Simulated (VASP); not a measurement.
A run of VASP 6.6.1 is set up as follows.

File INCAR:

```
ALGO = Normal
EDIFF = 1E-6
ENCUT = 500
GGA = PE
GGA_COMPAT = False
ISIF = 2
ISMEAR = 0
LASPH = True
LCHARG = False
LREAL = False
LWAVE = False
NBANDS = 16
NELM = 120
PREC = Accurate
SIGMA = 0.01
```

File KPOINTS:

```
k-points
0
Gamma
  3 3 3
```

POSCAR

```
AgBr
1.0
    4.0590050000      0.0000000000      0.0000000000
    2.0295025000      3.5152014441      0.0000000000
    2.0295025000      1.1717338147      3.3141637045
Ag Br
1 1
Direct
    0.0000000000      0.0000000000      0.0000000000
    0.5000000000      0.5000000000      0.5000000000
```

Potentials or basis: VASP PAW PBE potentials, release 64 (Ag, Br).

Run with:

```console
$ cat potpaw_PBE.64/Ag/POTCAR potpaw_PBE.64/Br/POTCAR > POTCAR
$ mpirun -np 1 vasp_std > vasp.out
```

Question: What does it give for the pressure?

Answer: 3.1 GPa.

Question: Predict the band gap on the k mesh.

Answer: 1.03 eV, indirect (least direct gap 2.56 eV).

Caveat: the k points lie up to 0.63 Å⁻¹ apart. A k mesh can miss the band edges.
